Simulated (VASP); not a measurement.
# BaHfH6 (R-3m) in VASP: further runs, part 3 of 3

VASP 6.6.1. Earlier steps stand in the parts before.

## (6) Relaxation of cell and atoms, PBE

This run uses another cell than the first one, of 11.03 Å³/atom.

Contents of INCAR:

```
SYSTEM = BaHfH6
PREC = Accurate
ENCUT = 600
EDIFF = 1E-7
ISMEAR = 0
SIGMA = 0.1
LREAL = .False.
LASPH = .True.
NELM = 80
ALGO = Normal
ISIF = 3
LWAVE = .False.
LCHARG = .False.
GGA = PE
IBRION = 2
NSW = 90
EDIFFG = -0.04
```

Contents of KPOINTS:

```
regular mesh
0
Gamma
  6 6 6
  0 0 0
```

Contents of POSCAR:

```
BaHfH6
1.0
    3.4003460600      1.9631907100      2.2026729300
   -3.4003460600      1.9631907100      2.2026729300
    0.0000000000     -3.9263814200      2.2026729300
Ba Hf H
1 1 6
Direct
    0.5000000000      0.5000000000      0.5000000000
    0.0000000000      0.0000000000      0.0000000000
    0.7455009800      0.0793138100      0.7455009800
    0.0793138100      0.7455009800      0.7455009800
    0.2544990200      0.2544990200      0.9206861900
    0.9206861900      0.2544990200      0.2544990200
    0.2544990200      0.9206861900      0.2544990200
    0.7455009800      0.7455009800      0.0793138100
```

Potentials or basis: VASP PAW PBE potentials, release 64 (Ba_sv, Hf_pv, H).

Launch:

```sh
cat potpaw_PBE.64/Ba_sv/POTCAR potpaw_PBE.64/Hf_pv/POTCAR potpaw_PBE.64/H/POTCAR > POTCAR
mpirun -np 1 vasp_std > vasp.out
```

OUTCAR:

```text
SYSTEM = BaHfH6
   PREC = Accurate
   ENCUT = 600
   EDIFF = 1E-7
   ISMEAR = 0
   LREAL = .False.
   LASPH = .True.
   NELM = 80
   ISIF = 3
   GGA = PE
   IBRION = 2
   NSW = 90
   EDIFFG = -0.04

 ion  position               nearest neighbor table
   1  0.500  0.500  0.500-   5 2.62   8 2.62   3 2.62   6 2.62   7 2.62   4 2.62   8 2.70   5 2.70
                             4 2.70   3 2.70   7 2.70   6 2.70   2 3.30   2 3.30   2 4.08   2 4.08
   2  0.000  0.000  0.000-   5 1.62   8 1.62   3 1.62   6 1.62   7 1.62   4 1.62   1 3.30   1 3.30
                             1 4.08   1 4.08   1 4.08   1 4.08   1 4.08   1 4.08
   3  0.746  0.079  0.746-   2 1.62   1 2.62   1 2.70
   4  0.079  0.746  0.746-   2 1.62   1 2.62   1 2.70
   5  0.254  0.254  0.921-   2 1.62   1 2.62   1 2.70
   6  0.921  0.254  0.254-   2 1.62   1 2.62   1 2.70
   7  0.254  0.921  0.254-   2 1.62   1 2.62   1 2.70
   8  0.746  0.746  0.079-   2 1.62   1 2.62   1 2.70

  LATTYP: Found a trigonal (rhomboedric) cell.
 ALAT       =     4.5020261096
 COS(alpha) =    -0.1409331850

  Lattice vectors:

 A1 = (   3.4003460600,   1.9631907100,   2.2026729300)
 A2 = (  -3.4003460600,   1.9631907100,   2.2026729300)
 A3 = (   0.0000000000,  -3.9263814200,   2.2026729300)

Analysis of symmetry for initial positions (statically):
=====================================================================
 Subroutine PRICEL returns:
 Original cell was already a primitive cell.

 Routine SETGRP: Setting up the symmetry group for a
 trigonal (rhombohedral) supercell.

 Subroutine GETGRP returns: Found 12 space group operations
 (whereof 12 operations were pure point group operations)
 out of a pool of 12 trial point group operations.

The static configuration has the point symmetry D_3d.

Analysis of symmetry for dynamics (positions and initial velocities):
=====================================================================
 Subroutine PRICEL returns:
 Original cell was already a primitive cell.

 Routine SETGRP: Setting up the symmetry group for a
 trigonal (rhombohedral) supercell.

 Subroutine GETGRP returns: Found 12 space group operations
 (whereof 12 operations were pure point group operations)
 out of a pool of 12 trial point group operations.

The dynamic configuration has the point symmetry D_3d.

 Subroutine INISYM returns: Found 12 space group operations
 (whereof 12 operations are pure point group operations),
 and found     1 'primitive' translations

----------------------------------------------------------------------------------------

                                     Primitive cell

  volume of cell :      88.2240

  direct lattice vectors                    reciprocal lattice vectors
     3.400346060  1.963190710  2.202672930     0.147043857  0.084895811  0.151331289
    -3.400346060  1.963190710  2.202672930    -0.147043857  0.084895811  0.151331289
     0.000000000 -3.926381420  2.202672930     0.000000000 -0.169791621  0.151331289

  length of vectors
     4.502026114  4.502026114  4.502026110     0.227443078  0.227443078  0.227443078

  position of ions in fractional coordinates (direct lattice)
     0.500000000  0.500000000  0.500000000
     0.000000000  0.000000000  0.000000000
     0.745500980  0.079313810  0.745500980
     0.079313810  0.745500980  0.745500980
     0.254499020  0.254499020  0.920686190
     0.920686190  0.254499020  0.254499020
     0.254499020  0.920686190  0.254499020
     0.745500980  0.745500980  0.079313810

[... 75 lines left out ...]
   ICHARG =      2    charge: 1-file 2-atom 10-const
   ISPIN  =      1    spin polarized calculation?
   LNONCOLLINEAR =      F non collinear calculations
   LSORBIT =      F    spin-orbit coupling
   LASPH  =      T    aspherical Exc in radial PAW
   ENCUT  =  600.0 eV  44.10 Ry    6.64 a.u.   8.99  8.99  8.99*2*pi/ulx,y,z
   NELM   =     80;   NELMIN=  2; NELMDL= -5     # of ELM steps
   EDIFF  = 0.1E-06   stopping-criterion for ELM
   LREAL  =      F    real-space projection
   EDIFFG = -.4E-01   stopping-criterion for IOM
   NSW    =     90    number of steps for IOM
   IBRION =      2    ionic relax: 0-MD 1-quasi-New 2-CG
   NFREE  =      1    steps in history (QN), initial steepest desc. (CG)
   ISIF   =      3    stress and relaxation
   ISYM   =      2    0-nonsym 1-usesym 2-fastsym
   POTIM  = 0.5000    time-step for ionic-motion
   TEBEG  =    0.0;   TEEND  =   0.0 temperature during run
   PSTRESS=    0.0 pullay stress
   NELECT =      26.0000    total number of electrons
   NUPDOWN=      -1.0000    fix difference up-down
   EMIN   =  10.00;   EMAX   =-10.00  energy-range for DOS
   EFERMI =   0.00;   METHOD = LEGACY
   ISMEAR =     0;   SIGMA  =   0.10  broadening in eV -4-tet -1-fermi 0-gaus
   EFERMI_NEDOS =   21; number of points for ismear=-14 and -15
   IALGO  =     38    algorithm
   IMIX   =      4    mixing-type and parameters
     AMIX     =   0.40;   BMIX     =  1.00
     AMIX_MAG =   1.60;   BMIX_MAG =  1.00
  volume/ion in A,a.u.               =      11.03        74.42
  Fermi-wavevector in a.u.,A,eV,Ry     =   1.089441  2.058745 16.148501  1.186881
  Thomas-Fermi vector in A             =   2.225644
   LORBIT       =      0    0 simple, 1 ext, 2 COOP (PROOUT), +10 PAW based schemes
   GGA     = PE    functional components
   LHFCALC =     F    Hartree Fock is set to
   AEXX    =    0.0000 exact exchange contribution
   IVDW    =     0    specifies the selected vdW correction
   LEPSILON=     F    determine dielectric tensor
   LRPA    =     F    only Hartree local field effects (RPA)
 conjugate gradient relaxation of ions
 non-spin polarized calculation
 Gauss-broadening in eV      SIGMA  =   0.10
  energy-cutoff  :      600.00
  volume of cell :       88.22
 maximum number of plane-waves:      2996
   NGX = 17   NGY = 17   NGZ = 17

--------------------------------------- Ionic step        1  -------------------------------------------

 number of electron      26.0000003 magnetization

 Free energy of the ion-electron system (eV)
  ---------------------------------------------------
  ext. energy  EPLUGINS =         0.00000000
  ---------------------------------------------------
  free energy    TOTEN  =       -28.10511229 eV

  energy without entropy =      -28.10499134  energy(sigma->0) =      -28.10505181

------------------------ aborting loop because EDIFF is reached ----------------------------------------

  FORCE on cell =-STRESS in cart. coord.  units (eV):
  Direction    XX          YY          ZZ          XY          YZ          ZX
  --------------------------------------------------------------------------------------
  -------------------------------------------------------------------------------------
  Total       17.7895209     17.7895209     24.5334902      0.0000000     -0.0000000      0.0000000
  in kB      323.0635505    323.0635494    445.5362504      0.0000000     -0.0000000      0.0000000
  external PRESSURE =     363.8877834 kB  Pullay stress =       0.0000000 kB
[... 29 lines left out ...]
--------------------------------------- Ionic step        2  -------------------------------------------

 number of electron      26.0000005 magnetization

 E-fermi :  -0.0287     XC(G=0):  -8.0869

 val. band max:       -0.5607520295   @ k =   0.5000   0.5000   0.0000
 cond. band min:       0.6264894493   @ k =   0.5000   0.5000   0.0000
 fundamental gap:      1.1872414787
 Fermi energy:        -0.0286734700

 k-point     1 :       0.0000    0.0000    0.0000
  band No.  band energies     occupation
      1     -31.9618      2.00000
      2     -31.9618      2.00000
      3     -31.8954      2.00000
      4     -26.9759      2.00000
      5     -12.2366      2.00000
      6     -12.1046      2.00000
[... 572 lines left out ...]
  FREE ENERGIE OF THE ION-ELECTRON SYSTEM (eV)
  ---------------------------------------------------
  free  energy   TOTEN  =       -32.9025485466 eV

  energy  without entropy=      -32.9025485466  energy(sigma->0) =      -32.90254855

[... ionic steps 4 to 9 ...]

--------------------------------------- Ionic step       10  -------------------------------------------

 number of electron      26.0000004 magnetization

------------------------ aborting loop because EDIFF is reached ----------------------------------------
[... 79 lines left out ...]
--------------------------------------- Ionic step       12  -------------------------------------------

 number of electron      26.0000002 magnetization

 Free energy of the ion-electron system (eV)
  ---------------------------------------------------
  ext. energy  EPLUGINS =         0.00000000
  ---------------------------------------------------
  free energy    TOTEN  =       -33.01127828 eV

  energy without entropy =      -33.01127828  energy(sigma->0) =      -33.01127828

 E-fermi :   0.3173     XC(G=0):  -8.3500

 val. band max:       -0.1643130141   @ k =   0.5000   0.5000   0.0000
 cond. band min:       0.9970654805   @ k =   0.5000   0.5000   0.0000
 fundamental gap:      1.1613784946
 Fermi energy:         0.3173141528

 k-point     1 :       0.0000    0.0000    0.0000
  band No.  band energies     occupation
      1     -31.0849      2.00000
      2     -31.0849      2.00000
      3     -30.8948      2.00000
      4     -26.4779      2.00000
      5     -11.7365      2.00000
      6     -11.6163      2.00000
[... 530 lines left out ...]
  FREE ENERGIE OF THE ION-ELECTRON SYSTEM (eV)
  ---------------------------------------------------
  free  energy   TOTEN  =       -33.0112782759 eV

  energy  without entropy=      -33.0112782759  energy(sigma->0) =      -33.01127828

 reached required accuracy - stopping structural energy minimisation
```

Wall time 3.6 min (1 thread of Intel Xeon 6975P-C (Granite Rapids), shared host); peak memory 0.26 GiB.

What came out:

| Quantity | Value |
| --- | --- |
| Free energy | -33.0113 eV |
| Relaxed volume | 14.26 Å³/atom |
| Relaxed cell | a = 4.886 Å, b = 4.886 Å, c = 4.886 Å, α = 96.67°, β = 96.67°, γ = 96.67° |
| Space group after relaxing (to 0.1 Å) | R-3m (No. 166) |
| Energy gained by relaxing | 613.3 meV/atom |
| Ionic steps | 12 |
| Pressure after relaxing | -0.1 GPa |
| Largest force after relaxing | 0.036 eV/Å |
| Band gap on the k mesh | 1.16 eV |

Forces on the atoms (eV/Å):
```
Ba   0.000  0.000  0.000
Hf   0.000  0.000  0.000
H   -0.025  0.014 -0.021
H    0.025  0.014 -0.021
H    0.000  0.029  0.021
H   -0.025 -0.014  0.021
H    0.025 -0.014  0.021
H    0.000 -0.029 -0.021
```

Stress tensor (GPa, compression positive):
```
-0.16  0.00  0.00
 0.00 -0.16  0.00
 0.00  0.00 -0.08
```

The path:
| step | energy change (eV) | largest force (eV/Å) | pressure (GPa) | volume (Å³) |
| --- | --- | --- | --- | --- |
| 1 | 0.0000 | 5.2314 | 36.39 | 88.22 |
| 2 | -4.3278 | 1.0449 | -5.80 | 124.17 |
| 3 | -4.7974 | 0.2892 | 0.11 | 112.96 |
| 4 | -4.7977 | 0.2703 | 0.48 | 112.43 |
| 5 | -4.8304 | 0.2321 | 0.30 | 112.95 |
| 6 | -4.8737 | 0.1178 | -0.31 | 114.48 |
| 7 | -4.8841 | 0.1002 | 0.04 | 113.97 |
| 8 | -4.8905 | 0.1660 | 0.68 | 113.11 |
| 9 | -4.8965 | 0.1388 | 0.49 | 113.37 |
| 10 | -4.9053 | 0.0602 | -0.04 | 114.14 |
| 11 | -4.9054 | 0.0513 | -0.11 | 114.24 |
| 12 | -4.9062 | 0.0355 | -0.13 | 114.07 |

Final structure:
```
Ba Hf H
1.0
     3.65012    2.10740    2.47150
    -3.65012    2.10740    2.47150
     0.00000   -4.21479    2.47150
Ba Hf H
1 1 6
Direct
  0.50000 0.50000 0.50000
  0.00000 0.00000 0.00000
  0.71110 0.06144 0.71110
  0.06144 0.71110 0.71110
  0.28890 0.28890 0.93856
  0.93856 0.28890 0.28890
  0.28890 0.93856 0.28890
  0.71110 0.71110 0.06144
```

Caveat: the volume moved by over 15 % at a fixed basis, so the end points are rough; spin-orbit coupling is left out, which moves the levels of the heavy elements. A k mesh can miss the band edges.

## (7) Relaxation of cell and atoms, PBE

Contents of INCAR:

```
SYSTEM = BaHfH6
PREC = Accurate
ENCUT = 600
EDIFF = 1E-6
ISMEAR = 0
SIGMA = 0.02
LREAL = .False.
LASPH = .True.
NELM = 100
ALGO = Normal
ISIF = 3
LWAVE = .False.
LCHARG = .False.
GGA = PE
IBRION = 2
NSW = 100
EDIFFG = -0.01
```

KPOINTS is that of step 6.

Contents of POSCAR:

```
BaHfH6
1.0
    3.6249620334      2.0928728058      2.4597418056
   -3.6249620334      2.0928728058      2.4597418056
    0.0000000000     -4.1857456116      2.4597418056
Ba Hf H
1 1 6
Direct
    0.5000000000      0.5000000000      0.5000000000
    0.0000000000      0.0000000000      0.0000000000
    0.7084530477      0.0611519405      0.7084530477
    0.0611519405      0.7084530477      0.7084530477
    0.2915469523      0.2915469523      0.9388480595
    0.9388480595      0.2915469523      0.2915469523
    0.2915469523      0.9388480595      0.2915469523
    0.7084530477      0.7084530477      0.0611519405
```

Launch:

```sh
cat potpaw_PBE.64/Ba_sv/POTCAR potpaw_PBE.64/Hf_pv/POTCAR potpaw_PBE.64/H/POTCAR > POTCAR
mpirun -np 1 vasp_std > vasp.out
```

It took 1.7 min on 1 thread of Intel Xeon 6975P-C (Granite Rapids), shared host; peak memory 0.32 GiB.

Results (log left out):

```
Free energy                           : -33.0252 eV
Relaxed volume                        : 14.16 Å³/atom
Relaxed cell                          : a = 4.874 Å, b = 4.874 Å, c = 4.874 Å, α = 96.61°, β = 96.61°, γ = 96.61°
Space group after relaxing (to 0.1 Å) : R-3m (No. 166)
Energy gained by relaxing             : 0.2 meV/atom
Ionic steps                           : 4
Pressure after relaxing               : 0.0 GPa
Largest force after relaxing          : 0.007 eV/Å
Band gap on the k mesh                : 1.14 eV
```

Forces on the atoms (eV/Å):
```
Ba   0.000  0.000  0.000
Hf   0.000  0.000  0.000
H   -0.003  0.001  0.007
H    0.003  0.001  0.007
H    0.000  0.003 -0.007
H   -0.003 -0.001 -0.007
H    0.003 -0.001 -0.007
H    0.000 -0.003  0.007
```

The path:
```tsv
step	energy change (eV)	largest force (eV/Å)	pressure (GPa)	volume (Å³)
1	0.0000	0.0359	0.17	111.97
2	-0.0006	0.0297	0.14	112.21
3	-0.0016	0.0121	0.03	112.94
4	-0.0017	0.0075	-0.03	113.26
```

Final structure:
```
Ba Hf H
1.0
     3.63931    2.10116    2.46865
    -3.63931    2.10116    2.46865
     0.00000   -4.20231    2.46865
Ba Hf H
1 1 6
Direct
  0.50000 0.50000 0.50000
  0.00000 0.00000 0.00000
  0.70984 0.06094 0.70984
  0.06094 0.70984 0.70984
  0.29017 0.29017 0.93906
  0.93906 0.29016 0.29017
  0.29016 0.93906 0.29017
  0.70984 0.70984 0.06094
```

Levels at points of the mesh, in eV from the valence-band top:
```tsv
k point	band 9	band 10	band 11	band 12	band 13	band 14	band 15	band 16	band 17	band 18
(0.00, 0.00, 0.00)	-2.69	-2.69	-0.52	-0.52	-0.50	1.39	1.39	1.58	4.10	4.10
(0.50, 0.00, 0.00)	-3.10	-2.36	-2.03	-1.26	-1.08	1.46	2.03	2.52	4.03	4.95
(0.50, 0.50, 0.00)	-3.24	-2.33	-1.82	-1.68	0.00	1.14	2.03	2.68	4.17	5.52
(0.50, 0.50, 0.50)	-2.75	-2.75	-2.29	-1.47	-1.47	1.90	2.66	2.66	5.72	5.80
```

Caveat: spin-orbit coupling is left out, which moves the levels of the heavy elements. A k mesh can miss the band edges.

## (8) The runs side by side

| task | cell | k mesh | cutoff (eV) | smearing | gap on the mesh (eV) | pressure (GPa) | relaxed volume (Å³/atom) | largest force (eV/Å) |
| --- | --- | --- | --- | --- | --- | --- | --- | --- |
| single point | a = 4.857 Å, angles 96.6°, 8 atoms, atomic positions A | 3 × 3 × 3 | 520 | gaussian 0.1 eV | 1.47 | 0.2 | - | 0.04 |
| single point | a = 4.502 Å, angles 98.1°, 8 atoms, atomic positions B | 6 × 6 × 6 | 520 | gaussian 0.1 eV | 0.30 | 36.3 | - | 5.23 |
| single point | a = 4.855 Å, angles 96.6°, 8 atoms, atomic positions C | 6 × 6 × 6 | 520 | gaussian 0.1 eV | 1.11 | 0.1 | - | 0.04 |
| single point | a = 4.857 Å, angles 96.6°, 8 atoms, atomic positions A | 6 × 6 × 6 | 520 | gaussian 0.02 eV | 1.11 | 0.0 | - | 0.04 |
| relaxation of cell and atoms | relaxed from a = 4.502 Å, angles 98.1°, 8 atoms, atomic positions B | 6 × 6 × 6 | 600 | gaussian 0.1 eV | 1.16 | -0.1 | 14.26 | 0.04 |
| relaxation of cell and atoms | relaxed from a = 4.855 Å, angles 96.6°, 8 atoms, atomic positions C | 6 × 6 × 6 | 600 | gaussian 0.02 eV | 1.14 | 0.0 | 14.16 | 0.01 |

Alike in all rows: level PBE; potentials or basis VASP PAW PBE potentials, release 64 (Ba_sv, Hf_pv, H); no spin polarisation.

Caveats: some runs use coarse meshes; spin-orbit coupling is left out, which moves the levels of the heavy elements; the stress differs along the axes, from 32 to 44 GPa (at least some runs); forces of over 1 eV/Å act on the atoms, so gaps and moduli don't describe the material at rest (at least some runs); the volume moved by over 15 % at a fixed basis, so the end points are rough (at least some runs).

Total energies depend on the potentials used, so only differences within one code and one set of settings carry meaning.
